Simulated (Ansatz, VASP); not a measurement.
KCd2P2 in VASP and in Ansatz

```
K Cd P
1.0
    -2.22661    2.22661    6.14206
     2.22661   -2.22661    6.14206
     2.22661    2.22661   -6.14206
K Cd P
1 2 2
Cartesian
  0.0000 0.0000 0.0000
  2.2266 0.0000 3.0710
  0.0000 2.2266 3.0710
  0.0000 0.0000 7.6622
  0.0000 0.0000 4.6219
```

Change from the starting cell: species swapped into the BaCu2As2 type (I4/mmm, No. 139).

Alike in both runs: functional PBE; k mesh 6 × 6 × 6; occupations gaussian, width 0.1 eV; no spin polarisation.

Ansatz relaxed the structure, and its values are those at the end. VASP's run is a single point on that final structure, the one shown.

|  | VASP | Ansatz |
| --- | --- | --- |
| version | VASP 6.6.1 | Ansatz 0.2.0 |
| potentials or method | VASP PAW PBE potentials, release 64 (K_sv, Cd, P), cutoff 500 eV | scalar-relativistic, plane waves, PAW |
| valence electrons in the cell | 43 | 59 |

Ansatz gave:

| Property | Result |
| --- | --- |
| gap on the k mesh at the Fermi level (eV) | none |
| pressure (GPa) | -0.1 |
| rms of the force components (eV/Å) | 0.011 |

**Question.** Estimate VASP's values.

**Answer.** gap on the k mesh at the Fermi level (eV): none; pressure (GPa): 0.1; rms of the force components (eV/Å): 0.021.

A gap of «none» marks a metal or a gap that the smearing closes. VASP's potentials hold 43 valence electrons a cell and Ansatz's 59, so a difference there can come from the potentials and not from the codes.
